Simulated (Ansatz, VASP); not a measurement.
## Mg in VASP and in Ansatz

```
Mg
1.0
    -1.78986    1.78986    1.78986
     1.78986   -1.78986    1.78986
     1.78986    1.78986   -1.78986
Mg
1
Cartesian
  0.0000 0.0000 0.0000
```

Alike in both runs: functional PBE; k mesh 17 × 17 × 17; occupations fermi-dirac, width 0.05 eV; no spin polarisation.

Ansatz relaxed the structure, and its values are those at the end. VASP's run is a single point on that final structure, the one shown.

|  | VASP | Ansatz |
| --- | --- | --- |
| version | VASP 6.6.1 | Ansatz 0.2.0 |
| potentials or method | VASP PAW PBE potentials, release 64 (Mg) | PAW with Ansatz's default frozen-core files, scalar-relativistic |
| plane-wave cutoff (eV) | 600 | 420 |
| valence electrons in the cell | 2 | 10 |

Ansatz gave:

- pressure (GPa): 0.0

Estimate VASP's values.

pressure (GPa): -0.2.

With one functional, cell and mesh, what is left measures potentials, basis and numerics. VASP's potentials hold 2 valence electrons a cell and Ansatz's 10, so a difference there can come from the potentials and not from the codes.
